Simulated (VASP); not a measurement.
A run of VASP 6.6.1 is set up as follows.

Contents of POSCAR:

```
SbMo
1.0
    0.0000000000      2.7300836204      2.7300836204
    2.7300836204      0.0000000000      2.7300836204
    2.7300836204      2.7300836204      0.0000000000
Mo Sb
1 1
Direct
    0.5000000000      0.5000000000      0.5000000000
    0.0000000000      0.0000000000      0.0000000000
```

INCAR.step1

```
SYSTEM = SbMo
PREC     = Accurate       ! precision mode
ENCUT    = 520            ! plane-wave cutoff, eV
ISMEAR   = 0              ! smearing method
SIGMA    = 0.05           ! smearing width, eV
LREAL    = .False.        ! projectors in reciprocal space
LASPH    = .True.         ! aspherical terms in the spheres
NELM     = 80             ! most SCF steps
NBANDS   = 16             ! bands
GGA      = PE             ! functional
ALGO     = Normal         ! electronic algorithm
EDIFF    = 1E-4           ! SCF threshold, eV
LWAVE    = .True.         ! write WAVECAR
LCHARG   = .False.        ! write CHGCAR
```

The input INCAR.step2:

```
SYSTEM = SbMo
PREC     = Accurate       ! precision mode
ENCUT    = 520            ! plane-wave cutoff, eV
EDIFF    = 1E-6           ! SCF threshold, eV
ISMEAR   = 0              ! smearing method
SIGMA    = 0.05           ! smearing width, eV
LREAL    = .False.        ! projectors in reciprocal space
LASPH    = .True.         ! aspherical terms in the spheres
NELM     = 80             ! most SCF steps
ALGO     = Normal         ! electronic algorithm
ISIF     = 2              ! what is computed and relaxed
LWAVE    = .False.        ! write WAVECAR
LCHARG   = .True.         ! write CHGCAR
METAGGA  = R2SCAN         ! meta-GGA
LMIXTAU  = .True.       
LELF     = .True.         ! ELF
LVHAR    = .True.       
NBANDS   = 16             ! bands
ISTART   = 1
```

KPOINTS

```
regular mesh
0
Gamma
  10 10 10
  0 0 0
```

Potentials or basis: VASP PAW PBE potentials, release 64 (Mo_sv, Sb).

The run is started by

```sh
$ cat potpaw_PBE.64/Mo_sv/POTCAR potpaw_PBE.64/Sb/POTCAR > POTCAR
$ cp INCAR.step1 INCAR
$ mpirun -np 1 vasp_std > vasp.out
$ cp INCAR.step2 INCAR
$ mpirun -np 1 vasp_std > vasp.out
```

**Question.** What does it give for the pressure?

**Answer.** 2.9 GPa.

Caveat: the PAW data sets were made with another functional, which shifts forces and pressure a little.
